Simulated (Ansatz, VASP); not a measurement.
## One calculation of Ta3Cu, two programs

The input INCAR:

```
SYSTEM = Ta3Cu
  ALGO = Fast
  EDIFF = 1E-7
  ENCUT = 520
  GGA = PS
  ISIF = 2
  ISMEAR = -1
  LASPH = .TRUE.
  LCHARG = .FALSE.
  LREAL = .FALSE.
  LWAVE = .FALSE.
  NBANDS = 30
  NELM = 100
  PREC = Accurate
  SIGMA = 0.05
```

The input KPOINTS:

```
k-points
0
G
  9 9 9
  0 0 0
```

The input POSCAR:

```
Ta3Cu
1.0
   -2.0065070000      2.0065070000      4.2081700000
    2.0065070000     -2.0065070000      4.2081700000
    2.0065070000      2.0065070000     -4.2081700000
Ta Cu
3 1
Direct
    0.5000000000      0.5000000000      0.0000000000
    0.2500000000      0.7500000000      0.5000000000
    0.7500000000      0.2500000000      0.5000000000
    0.0000000000      0.0000000000      0.0000000000
```

input.yaml

```yaml
crystal:
  lattice:
    - [-2.006507, 2.006507, 4.20817]
    - [2.006507, -2.006507, 4.20817]
    - [2.006507, 2.006507, -4.20817]
  atoms:
    - { symbol: Ta, position: [0.5, 0.5, 0.0] }
    - { symbol: Ta, position: [0.25, 0.75, 0.5] }
    - { symbol: Ta, position: [0.75, 0.25, 0.5] }
    - { symbol: Cu, position: [0.0, 0.0, 0.0] }
hamiltonian:
  xc: pbesol
  pseudopotentials: { kind: paw }
kpoints:
  mp_grid: { grid: [9, 9, 9] }
scf:
  occupations: { method: fermi_dirac, width: 0.05 }
output:
  forces: true
  stress: true
  eigenvalues: true
```

Alike in both runs: task single point; functional PBEsol; k mesh 9 × 9 × 9; occupations fermi-dirac, width 0.05 eV; no spin polarisation.

|  | VASP | Ansatz |
| --- | --- | --- |
| version | VASP 6.6.1 | Ansatz 0.2.0 |
| potentials or method | VASP PAW PBE potentials, release 64 (Ta_pv, Cu) | Ansatz PAW |
| plane-wave cutoff (eV) | 520 | 420 |
| valence electrons in the cell | 44 | 58 |

Ansatz gave:

* gap on the k mesh at the Fermi level (eV): none
* pressure (GPa): -6.3
* traceless stress, the component that is largest in VASP (GPa): -0.23

Question: Which values does VASP return?

Answer: gap on the k mesh at the Fermi level (eV): none; pressure (GPa): -6.0; traceless stress, the component that is largest in VASP (GPa): -0.33.

VASP's potentials were made for PBE, not for PBEsol. A gap of «none» marks a metal or a gap that the smearing closes. With one functional, cell and mesh, what is left measures potentials, basis and numerics. VASP's potentials hold 44 valence electrons a cell and Ansatz's 58, so a difference there can come from the potentials and not from the codes.

Neither program's run includes spin-orbit coupling.
